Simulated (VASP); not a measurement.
# Au: single point with PBE+D3(BJ)

The system is Au, a slab with vacuum.

```xyz
12
Lattice="5.8028 0.0000 0.0000 -2.9014 5.0254 0.0000 0.0000 0.0000 20.7380" Properties=species:S:1:pos:R:3 pbc="T T T"
Au    1.4507    0.8376    8.0000
Au    0.0000    3.3502    8.0000
Au    4.3521    0.8376    8.0000
Au    2.9014    3.3502    8.0000
Au    2.9014    1.6751   10.4940
Au    1.4507    4.1878   10.4940
Au    0.0000    1.6751   10.4940
Au   -1.4507    4.1878   10.4940
Au   -1.4507    2.5127   12.9879
Au    0.0000    0.0000   12.9879
Au    1.4507    2.5127   12.9879
Au    2.9014    0.0000   12.9879
```

```json
{
  "Program": "VASP 6.6.1",
  "Task": "single point",
  "Functional": "PBE",
  "Dispersion": "D3(BJ)",
  "Potentials or basis": "VASP PAW PBE potentials, release 64 (Au)",
  "Cutoff": "520 eV",
  "k mesh": "4 × 4 × 1",
  "Occupations": "gaussian, width 0.1 eV",
  "Spin": "no spin polarisation"
}
```

| Quantity | Value |
| --- | --- |
| Band gap on the k mesh | zero (bands 66 and 67 overlap by 0.73 eV) |
| Dispersion energy per atom | -0.435 eV |

Forces in eV/Å, atoms in the order of the input:
```
Au   0.000  0.000  0.002
Au   0.000  0.000  0.002
Au   0.000  0.000  0.002
Au   0.000  0.000  0.002
Au   0.000  0.000  0.000
Au   0.000  0.000  0.000
Au   0.000  0.000  0.000
Au   0.000  0.000  0.000
Au   0.000  0.000 -0.002
Au   0.000  0.000 -0.002
Au   0.000  0.000 -0.002
Au   0.000  0.000 -0.002
```

Levels at points of the mesh, in eV from the Fermi level:
```
           k point  band 61  band 62  band 63  band 64  band 65  band 66  band 67  band 68  band 69  band 70
(0.00, 0.00, 0.00)    -1.57    -1.57    -1.57     0.27     0.30     0.30     0.30     1.22     1.22     1.22
(0.50, 0.00, 0.00)    -2.13    -2.13    -1.89    -1.89    -0.21    -0.21     0.06     0.06     1.04     1.04
```

Wall time 15 min on 1 thread of Intel Xeon 8259CL (shared host), peak memory 0.74 GiB.

Caveat: spin-orbit coupling is left out, which moves the levels of the heavy elements.
